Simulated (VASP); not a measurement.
# Tl (P6_3/mmc) in VASP: further runs

Runs on Tl. Level: PBE. Tasks: single point, relaxation of the atoms.

Everything below comes from runs of VASP 6.6.1. Logs are shortened: lines on timing, memory, paths and dates and some standing lists are left out, and cuts for length are marked.

### 1 The cell of the first run

The structure is hexagonal, space group P6_3/mmc (No. 194). The conventional cell has a = 3.456 Å, b = 3.456 Å, c = 5.525 Å, α = 90.00°, β = 90.00°, γ = 120.00°. Within 4.5 Å of Tl (site symmetry -6m2) lie 12 Tl at 3.41 to 3.46 Å.

### 2 Single point, PBE

Contents of INCAR:

```
SYSTEM = Tl
PREC     = Accurate       ! precision mode
ENCUT    = 520            ! plane-wave cutoff, eV
EDIFF    = 1E-7           ! SCF threshold, eV
ISMEAR   = -1             ! smearing method
SIGMA    = 0.05           ! smearing width, eV
LREAL    = .False.        ! projectors in reciprocal space
LASPH    = .True.         ! aspherical terms in the spheres
NELM     = 60             ! most SCF steps
ALGO     = Normal         ! electronic algorithm
ISIF     = 2              ! what is computed and relaxed
LWAVE    = .False.        ! write WAVECAR
LCHARG   = .False.        ! write CHGCAR
GGA      = PE             ! functional
NBANDS   = 20             ! bands
```

Contents of KPOINTS:

```
regular mesh
0
Gamma
  11 11 6
  0 0 0
```

Contents of POSCAR:

```
Tl
1.0
    3.4559983565      0.0000000000      0.0000000000
   -1.7279991783      2.9929823722      0.0000000000
    0.0000000000      0.0000000000      5.5250000000
Tl
2
Direct
    0.3333333333      0.6666666667      0.2500000000
    0.6666666667      0.3333333333      0.7500000000
```

Potentials or basis: VASP PAW PBE potentials, release 64 (Tl_d).

Run with:

```
> cat potpaw_PBE.64/Tl_d/POTCAR > POTCAR
> mpirun -np 1 vasp_std > vasp.out
```

OUTCAR:

```text
SYSTEM = Tl
   PREC = Accurate
   ENCUT = 520
   EDIFF = 1E-7
   ISMEAR = -1
   LREAL = .False.
   LASPH = .True.
   NELM = 60
   ISIF = 2
   GGA = PE

 ion  position               nearest neighbor table
   1  0.333  0.667  0.250-   2 3.41   2 3.41   2 3.41   2 3.41   2 3.41   2 3.41
   2  0.667  0.333  0.750-   1 3.41   1 3.41   1 3.41   1 3.41   1 3.41   1 3.41

  LATTYP: Found a hexagonal cell.
 ALAT       =     3.4559983565
 C/A-ratio  =     1.5986697417

  Lattice vectors:

 A1 = (   3.4559983565,   0.0000000000,   0.0000000000)
 A2 = (  -1.7279991783,   2.9929823722,   0.0000000000)
 A3 = (   0.0000000000,   0.0000000000,   5.5250000000)

Analysis of symmetry for initial positions (statically):
=====================================================================
 Subroutine PRICEL returns:
 Original cell was already a primitive cell.

 Routine SETGRP: Setting up the symmetry group for a
 hexagonal supercell.

 Subroutine GETGRP returns: Found 24 space group operations
 (whereof 12 operations were pure point group operations)
 out of a pool of 24 trial point group operations.

The static configuration has the point symmetry D_3d.
 The point group associated with its full space group is D_6h.

Analysis of symmetry for dynamics (positions and initial velocities):
=====================================================================
 Subroutine PRICEL returns:
 Original cell was already a primitive cell.

 Routine SETGRP: Setting up the symmetry group for a
 hexagonal supercell.

 Subroutine GETGRP returns: Found 24 space group operations
 (whereof 12 operations were pure point group operations)
 out of a pool of 24 trial point group operations.

The dynamic configuration has the point symmetry D_3d.
 The point group associated with its full space group is D_6h.

 Subroutine INISYM returns: Found 24 space group operations
 (whereof 12 operations are pure point group operations),
 and found     1 'primitive' translations

----------------------------------------------------------------------------------------

                                     Primitive cell

  volume of cell :      57.1492

  direct lattice vectors                    reciprocal lattice vectors
     3.455998356  0.000000000  0.000000000     0.289351989  0.167057449  0.000000000
    -1.727999178  2.992982372  0.000000000     0.000000000  0.334114898  0.000000000
     0.000000000  0.000000000  5.525000000     0.000000000  0.000000000  0.180995475

  length of vectors
     3.455998356  3.455998357  5.525000000     0.334114898  0.334114898  0.180995475

  position of ions in fractional coordinates (direct lattice)
     0.333333333  0.666666667  0.250000000
     0.666666667  0.333333333  0.750000000

  ion indices of the primitive-cell ions
   primitive index   ion index
                 1           1
                 2           2

----------------------------------------------------------------------------------------

 KPOINTS: regular mesh

Automatic generation of k-mesh.
 Grid dimensions read from file:
 generate k-points for:   11   11    6

 Generating k-lattice:

  Cartesian coordinates                     Fractional coordinates (reciprocal lattice)
     0.026304726  0.015187041  0.000000000     0.090909091  0.000000000  0.000000000
     0.000000000  0.030374082  0.000000000     0.000000000  0.090909091  0.000000000
     0.000000000  0.000000000  0.030165913     0.000000000  0.000000000  0.166666667

  Length of vectors
     0.030374082  0.030374082  0.030165913

  Shift w.r.t. Gamma in fractional coordinates (k-lattice)
     0.000000000  0.000000000  0.000000000

 Subroutine IBZKPT returns following result:
 ===========================================

 Found     64 irreducible k-points:

 Following reciprocal coordinates:
            Coordinates               Weight
  0.000000  0.000000  0.000000      1.000000
  0.090909  0.000000  0.000000      6.000000
  0.181818  0.000000  0.000000      6.000000
  0.272727  0.000000  0.000000      6.000000
  0.363636  0.000000  0.000000      6.000000
  0.454545  0.000000  0.000000      6.000000
[... 16 lines left out ...]
  0.090909  0.090909  0.166667     12.000000
  0.181818  0.090909  0.166667     24.000000
 [... further k-points ...]
   k-points           NKPTS =     64   k-points in BZ     NKDIM =     64   number of bands    NBANDS=     20
   number of dos      NEDOS =    301   number of ions     NIONS =      2
   total plane-waves  NPLWV =  32928
   dimension x,y,z NGX =    28 NGY =   28 NGZ =   42
   dimension x,y,z NGXF=    56 NGYF=   56 NGZF=   84
   ions per type =               2
   NGX,Y,Z   is equivalent  to a cutoff of  13.47, 13.47, 12.64 a.u.
   NGXF,Y,Z  is equivalent  to a cutoff of  26.94, 26.94, 25.28 a.u.
 SYSTEM =  Tl
   PREC   = accura    normal or accurate (medium, high low for compatibility)
   ISTART =      0    job   : 0-new  1-cont  2-samecut
   ICHARG =      2    charge: 1-file 2-atom 10-const
   ISPIN  =      1    spin polarized calculation?
   LNONCOLLINEAR =      F non collinear calculations
   LSORBIT =      F    spin-orbit coupling
   LASPH  =      T    aspherical Exc in radial PAW
   ENCUT  =  520.0 eV  38.22 Ry    6.18 a.u.   6.43  6.43 10.27*2*pi/ulx,y,z
   NELM   =     60;   NELMIN=  2; NELMDL= -5     # of ELM steps
   EDIFF  = 0.1E-06   stopping-criterion for ELM
   LREAL  =      F    real-space projection
   EDIFFG = 0.1E-05   stopping-criterion for IOM
   NSW    =      0    number of steps for IOM
   IBRION =     -1    ionic relax: 0-MD 1-quasi-New 2-CG
   NFREE  =      0    steps in history (QN), initial steepest desc. (CG)
   ISIF   =      2    stress and relaxation
   ISYM   =      2    0-nonsym 1-usesym 2-fastsym
   POTIM  = 0.5000    time-step for ionic-motion
   TEBEG  =    0.0;   TEEND  =   0.0 temperature during run
   PSTRESS=    0.0 pullay stress
   NELECT =      26.0000    total number of electrons
   NUPDOWN=      -1.0000    fix difference up-down
   EMIN   =  10.00;   EMAX   =-10.00  energy-range for DOS
   EFERMI =   0.00;   METHOD = LEGACY
   ISMEAR =    -1;   SIGMA  =   0.05  broadening in eV -4-tet -1-fermi 0-gaus
   EFERMI_NEDOS =   21; number of points for ismear=-14 and -15
   IALGO  =     38    algorithm
   IMIX   =      4    mixing-type and parameters
     AMIX     =   0.40;   BMIX     =  1.00
     AMIX_MAG =   1.60;   BMIX_MAG =  1.00
  volume/ion in A,a.u.               =      28.57       192.83
  Fermi-wavevector in a.u.,A,eV,Ry     =   1.259107  2.379367 21.570001  1.585350
  Thomas-Fermi vector in A             =   2.392683
   LORBIT       =      0    0 simple, 1 ext, 2 COOP (PROOUT), +10 PAW based schemes
   GGA     = PE    functional components
   LHFCALC =     F    Hartree Fock is set to
   AEXX    =    0.0000 exact exchange contribution
   IVDW    =     0    specifies the selected vdW correction
   LEPSILON=     F    determine dielectric tensor
   LRPA    =     F    only Hartree local field effects (RPA)
 non-spin polarized calculation
  energy-cutoff  :      520.00
  volume of cell :       57.15
 maximum number of plane-waves:      1566
 NGX is ok and might be reduce to    28
   NGX = 13   NGY = 13   NGZ = 21

 number of electron      26.0000004 magnetization

 Free energy of the ion-electron system (eV)
  ---------------------------------------------------
  ext. energy  EPLUGINS =         0.00000000
  ---------------------------------------------------
  free energy    TOTEN  =        -4.41065603 eV

  energy without entropy =       -4.40117503  energy(sigma->0) =       -4.40591553

 E-fermi :   6.5543     XC(G=0): -10.1949

 val. band max:        6.5343215489   @ k =   0.4545   0.0909   0.1667
 cond. band min:       6.5641381920   @ k =   0.2727   0.1818   0.5000
 fundamental gap:      0.0298166431
 Fermi energy:         6.5543116017

 k-point     1 :       0.0000    0.0000    0.0000
  band No.  band energies     occupation
      1      -5.2286      2.00000
      2      -4.9993      2.00000
      3      -4.9818      2.00000
      4      -4.9818      2.00000
      5      -4.9282      2.00000
      6      -4.9282      2.00000
[... 12 lines left out ...]
     19      17.4111      0.00000
     20      17.5060      0.00000

 k-point     2 :       0.0909    0.0000    0.0000
  band No.  band energies     occupation
      1      -5.2019      2.00000
      2      -5.0329      2.00000
      3      -4.9466      2.00000
      4      -4.9424      2.00000
      5      -4.9278      2.00000
      6      -4.8954      2.00000
[... 12 lines left out ...]
     19      17.4650      0.00000
     20      18.1487      0.00000

 k-point     3 :       0.1818    0.0000    0.0000
  band No.  band energies     occupation
      1      -5.1862      2.00000
      2      -5.0368      2.00000
      3      -4.9488      2.00000
      4      -4.9451      2.00000
      5      -4.9195      2.00000
      6      -4.8547      2.00000
[... 12 lines left out ...]
     19      16.8558      0.00000
     20      18.2945      0.00000

 k-point     4 :       0.2727    0.0000    0.0000
  band No.  band energies     occupation
      1      -5.2432      2.00000
      2      -5.0427      2.00000
      3      -5.0381      2.00000
      4      -4.9671      2.00000
      5      -4.9064      2.00000
      6      -4.7466      2.00000
[... 12 lines left out ...]
     19      16.0422      0.00000
     20      17.3858      0.00000

 k-point     5 :       0.3636    0.0000    0.0000
  band No.  band energies     occupation
      1      -5.3070      2.00000
      2      -5.1315      2.00000
      3      -5.0865      2.00000
      4      -5.0074      2.00000
      5      -4.8384      2.00000
      6      -4.7765      2.00000
[... 12 lines left out ...]
     19      15.2865      0.00000
     20      16.7486      0.00000
[... 353 lines left out ...]
      6      -4.7854      2.00000
[... 12 lines left out ...]
     19      15.0916      0.00000
     20      16.3105      0.00000

 k-point    22 :       0.4545    0.0000    0.1667
  band No.  band energies     occupation
      1      -5.3242      2.00000
      2      -5.2404      2.00000
      3      -5.0876      2.00000
      4      -4.9970      2.00000
      5      -4.9085      2.00000
      6      -4.7493      2.00000
[... 12 lines left out ...]
     19      14.8818      0.00000
     20      16.0444      0.00000

 k-point    23 :       0.0909    0.0909    0.1667
  band No.  band energies     occupation
      1      -5.1530      2.00000
      2      -5.0563      2.00000
      3      -4.9865      2.00000
      4      -4.9455      2.00000
      5      -4.9319      2.00000
      6      -4.8742      2.00000
[... 12 lines left out ...]
     19      16.8791      0.00000
     20      17.6772      0.00000

 k-point    24 :       0.1818    0.0909    0.1667
  band No.  band energies     occupation
      1      -5.1670      2.00000
      2      -5.0656      2.00000
      3      -5.0157      2.00000
      4      -4.9508      2.00000
      5      -4.9292      2.00000
      6      -4.8031      2.00000
[... 12 lines left out ...]
     19      16.7104      0.00000
     20      17.5783      0.00000

 [... further k-points ...]
[... 5 lines left out ...]
  --------------------------------------------------------------------------------------
  -------------------------------------------------------------------------------------
  Total        1.0986986      1.0986986      1.1609137     -0.0000000     -0.0000000      0.0000000
  in kB       30.8020199     30.8020199     32.5462185     -0.0000000     -0.0000000      0.0000000
  external PRESSURE =      31.3834195 kB  Pullay stress =       0.0000000 kB

 VOLUME and BASIS-vectors are now :
 -----------------------------------------------------------------------------
  energy-cutoff  :      520.00
  volume of cell :       57.15
      direct lattice vectors                 reciprocal lattice vectors
     3.455998356  0.000000000  0.000000000     0.289351989  0.167057449  0.000000000
    -1.727999178  2.992982372  0.000000000     0.000000000  0.334114898  0.000000000
     0.000000000  0.000000000  5.525000000     0.000000000  0.000000000  0.180995475

 POSITION                                       TOTAL-FORCE (eV/Angst)
 -----------------------------------------------------------------------------------
     -0.00000      1.99532      1.38125        -0.000000      0.000000      0.000000
      1.72800      0.99766      4.14375         0.000000      0.000000      0.000000
 -----------------------------------------------------------------------------------
    total drift:                                0.000000     -0.000000      0.000000

  FREE ENERGIE OF THE ION-ELECTRON SYSTEM (eV)
  ---------------------------------------------------
  free  energy   TOTEN  =        -4.4106560273 eV

  energy  without entropy=       -4.4011750287  energy(sigma->0) =       -4.40591553
```

It took 43 s on 1 thread of Intel Xeon Platinum 8259CL at 2.50GHz (Skylake/Cascade Lake), shared host; peak memory 0.2 GiB.

What came out:

```
Free energy            : -4.4107 eV
Pressure               : 3.1 GPa
Band gap on the k mesh : zero (band 13 reaches 10.10 eV, above the bottom of band 14 at 4.45 eV)
```

Stress tensor (GPa, compression positive):
```
3.08 0.00 0.00
0.00 3.08 0.00
0.00 0.00 3.25
```

Caveat: spin-orbit coupling is left out, which moves the levels of the heavy elements.

### 3 Relaxation of the atoms, PBE

Contents of INCAR:

```
SYSTEM = Tl
PREC     = Accurate       ! precision mode
ENCUT    = 520            ! plane-wave cutoff, eV
EDIFF    = 1E-6           ! SCF threshold, eV
ISMEAR   = -1             ! smearing method
SIGMA    = 0.05           ! smearing width, eV
LREAL    = .FALSE.        ! projectors in reciprocal space
LASPH    = .TRUE.         ! aspherical terms in the spheres
NELM     = 80             ! most SCF steps
ALGO     = Normal         ! electronic algorithm
ISIF     = 2              ! what is computed and relaxed
LWAVE    = .FALSE.        ! write WAVECAR
LCHARG   = .FALSE.        ! write CHGCAR
GGA      = PE             ! functional
IBRION   = 2              ! ionic algorithm
NSW      = 80             ! ionic steps
EDIFFG   = -0.02          ! ionic threshold
LUSENCCL = .FALSE.
```

Contents of KPOINTS:

```
regular mesh
0
G
  11 11 6
  0 0 0
```

POSCAR is that of step 2.

Potentials or basis: VASP PAW PBE potentials, release 64 (Tl_d).

Run with:

```
> cat potpaw_PBE.64/Tl_d/POTCAR > POTCAR
> mpirun -np 1 vasp_std > vasp.out
```

It took 96 s on 1 × NVIDIA H100 80GB with 1 thread of AMD EPYC 7R13 (Zen 3), shared host; peak memory 1.3 GiB.

It converged, with:

| Property | Result |
| --- | --- |
| Free energy | -4.4107 eV |
| Pressure after relaxing | 3.1 GPa |
| Band gap on the k mesh | zero (band 13 reaches 10.10 eV, above the bottom of band 14 at 4.45 eV) |

Stress tensor (GPa, compression positive):
```
3.07 0.00 0.00
0.00 3.07 0.00
0.00 0.00 3.25
```

Final structure:
```yaml
crystal:
  lattice:
    - [3.45600, 0.00000, 0.00000]
    - [-1.72800, 2.99298, 0.00000]
    - [0.00000, 0.00000, 5.52500]
  atoms:
    - { symbol: Tl, position: [0.33333, 0.66667, 0.25000] }
    - { symbol: Tl, position: [0.66667, 0.33333, 0.75000] }
```

Levels at points of the mesh, in eV from the Fermi level:
```
           k point  band 9  band 10  band 11  band 12  band 13  band 14  band 15  band 16  band 17
(0.00, 0.00, 0.00)  -11.08   -11.08   -10.02    -5.08    -2.81     8.01     8.01    10.09    10.09
(0.00, 0.00, 0.50)  -11.19   -11.19    -8.58    -8.58     3.39     3.39     8.99     8.99     8.99
```

Caveat: the relaxation stopped at its first step, so nothing moved; spin-orbit coupling is left out, which moves the levels of the heavy elements.
